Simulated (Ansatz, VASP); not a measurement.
**One calculation of Ti3Al5, two programs**

```
CELL_PARAMETERS angstrom
3.84780 0.00000 0.00000
0.00000 3.96095 0.00000
0.00000 0.00000 7.97944
ATOMIC_POSITIONS crystal
Ti 0.00000 0.50000 0.26466
Ti 0.00000 0.50000 0.73534
Ti 0.50000 0.50000 0.00000
Al 0.00000 0.00000 0.00000
Al 0.00000 0.00000 0.50000
Al 0.50000 0.50000 0.50000
Al 0.50000 0.00000 0.24161
Al 0.50000 0.00000 0.75839
```

Alike in both runs: functional LDA; k mesh 10 × 10 × 6; occupations gaussian, width 0.1 eV; no spin polarisation.

Ansatz relaxed the structure, and its values are those at the end. VASP's run is a single point on that final structure, the one shown.

```csv
,VASP,Ansatz
version,VASP 6.6.1,Ansatz 0.2.0
potentials or method,"VASP PAW LDA potentials, release 64 (Ti_sv, Al), cutoff 520 eV","scalar-relativistic, plane waves, PAW"
valence electrons in the cell,51,51
```

Ansatz gave:

```
gap on the k mesh at the Fermi level (eV) : none
pressure (GPa)                            : 0.0
```

Question: Estimate VASP's values.

Answer: gap on the k mesh at the Fermi level (eV): none; pressure (GPa): 0.1.

LDA's correlation is that of Perdew and Zunger in VASP and of Perdew and Wang (1992) in Ansatz. A gap of «none» marks a metal or a gap that the smearing closes.
